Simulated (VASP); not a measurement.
Wanted: the native input for a VASP 6.6.1 run.

- Task: single point
- Functional: PBE
- Potentials or basis: VASP PAW PBE potentials, release 64 (Pb_d, Se)
- Cutoff: 520 eV
- k mesh: 4 × 4 × 4
- Occupations: gaussian, width 0.1 eV
- Spin: no spin polarisation
- Dipole correction: no
- Further INCAR settings: ALGO = Normal; EDIFF = 1e-06; NBANDS = 43

The structure of Pb2Se lies in POSCAR:

```
Pb2Se
1.0
    6.5414561871      0.0000000000      0.0000000000
    0.0000000000      6.5414561871      0.0000000000
    0.0000000000      0.0000000000      6.5414561871
Pb Se
4 2
Direct
    0.2500000000      0.2500000000      0.2500000000
    0.2500000000      0.7500000000      0.7500000000
    0.7500000000      0.7500000000      0.2500000000
    0.7500000000      0.2500000000      0.7500000000
    0.0000000000      0.0000000000      0.0000000000
    0.5000000000      0.5000000000      0.5000000000
```

These files were run (other wordings do the same):

INCAR

```
PREC = Accurate
ENCUT = 520
EDIFF = 1E-6
ISMEAR = 0
SIGMA = 0.1
LREAL = False
LASPH = True
NELM = 80
ALGO = Normal
ISIF = 2
LWAVE = False
LCHARG = False
GGA = PE
NBANDS = 43
```

KPOINTS

```
Automatic mesh
0
Gamma
  4 4 4
```

Potentials or basis: VASP PAW PBE potentials, release 64 (Pb_d, Se).

The run is started by

```bash
$ cat potpaw_PBE.64/Pb_d/POTCAR potpaw_PBE.64/Se/POTCAR > POTCAR
$ mpirun -np 1 vasp_std > vasp.out
```

Results of the run:

The pressure is 0.0 GPa and the band gap on the k mesh is zero (bands 34 and 35 overlap by 0.91 eV).

Caveat: spin-orbit coupling is left out, which moves the levels of the heavy elements.

Wall time 100 s on 1 thread of Intel(R) Xeon(R) Platinum 8488C (Sapphire Rapids), on a shared host, peak memory 0.38 GiB.
